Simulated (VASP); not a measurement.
Runs of VASP 6.6.1 on Al. The structure is that of space group P6_3/mmc (No. 194), or close to it. The cells are those of the table. 

```tsv
task	cell	cutoff (eV)	gap on the mesh (eV)	pressure (GPa)
single point	a = 2.788, b = 2.788, c = 9.218 Å, angles 90.0, 90.0, 120.0°, 4 atoms	520	none	4.1
relaxation of cell and atoms	relaxed to 6 GPa from a = 2.827, b = 2.827, c = 9.186 Å, angles 90.0, 90.0, 120.0°, 4 atoms	600	none	6.1
relaxation of cell and atoms	relaxed to 4 GPa from a = 2.827, b = 2.827, c = 9.186 Å, angles 90.0, 90.0, 120.0°, 4 atoms	600	none	4.1
relaxation of cell and atoms	relaxed to 8 GPa from a = 2.827, b = 2.827, c = 9.186 Å, angles 90.0, 90.0, 120.0°, 4 atoms	600	none	8.1
single point	a = 2.828, b = 2.828, c = 9.367 Å, angles 90.0, 90.0, 120.0°, 4 atoms	520	none	0.1
single point	a = 2.807, b = 2.807, c = 9.289 Å, angles 90.0, 90.0, 120.0°, 4 atoms	520	none	(a)
relaxation of cell and atoms	relaxed from a = 2.827, b = 2.827, c = 9.186 Å, angles 90.0, 90.0, 120.0°, 4 atoms	600	none	-0.1
single point	a = 2.771, b = 2.771, c = 9.153 Å, angles 90.0, 90.0, 120.0°, 4 atoms	520	none	6.1
relaxation of cell and atoms	relaxed to 2 GPa from a = 2.827, b = 2.827, c = 9.186 Å, angles 90.0, 90.0, 120.0°, 4 atoms	600	none	2.2
single point	a = 2.755, b = 2.755, c = 9.094 Å, angles 90.0, 90.0, 120.0°, 4 atoms	520	none	8.1
```

Alike in all rows: level PBEsol; potentials or basis VASP PAW PBE potentials, release 64 (Al); no spin polarisation; k mesh 9 × 9 × 3; smearing fermi-dirac 0.1 eV.

Task: Estimate the missing entries.

Result: (a) 2.1.

Caveats: the PAW data sets were made with another functional, which shifts forces and pressure a little; the cell is relaxed towards a set pressure, so the enthalpy falls and the energy may rise (some runs).

A gap of «none» marks levels without a gap at the run's occupations.
